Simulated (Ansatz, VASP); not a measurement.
## One calculation of In6As, two programs

```
CELL_PARAMETERS angstrom
0.00000 4.62111 4.62111
4.62111 0.00000 4.62111
4.62111 4.62111 0.00000
ATOMIC_POSITIONS crystal
In 0.50000 0.50000 0.00000
In 0.50000 0.00000 0.50000
In 0.00000 0.00000 0.50000
In 0.00000 0.50000 0.00000
In 0.00000 0.50000 0.50000
In 0.50000 0.00000 0.00000
As 0.00000 0.00000 0.00000
```

Change from the starting cell: species swapped into the Zn6Mo type (Fm-3m, No. 225).

Alike in both runs: functional PBE; k mesh 3 × 3 × 3; occupations gaussian, width 0.2 eV; no spin polarisation.

Ansatz relaxed the structure, and its values are those at the end. VASP's run is a single point on that final structure, the one shown.

|  | VASP | Ansatz |
| --- | --- | --- |
| version | VASP 6.6.1 | Ansatz 0.2.0 |
| potentials or method | VASP PAW PBE potentials, release 64 (In_d, As), cutoff 520 eV | scalar-relativistic, plane waves, PAW |
| valence electrons in the cell | 83 | 93 |

```csv
,VASP,Ansatz,Ansatz less VASP
gap on the k mesh at the Fermi level (eV),none,none,-
pressure (GPa),-0.4,-0.3,+0.02
```

A gap of «none» marks a metal or a gap that the smearing closes. With one functional, cell and mesh, what is left measures potentials, basis and numerics. VASP's potentials hold 83 valence electrons a cell and Ansatz's 93, so a difference there can come from the potentials and not from the codes.

The k mesh is coarse, so the values compare programs but aren't converged.
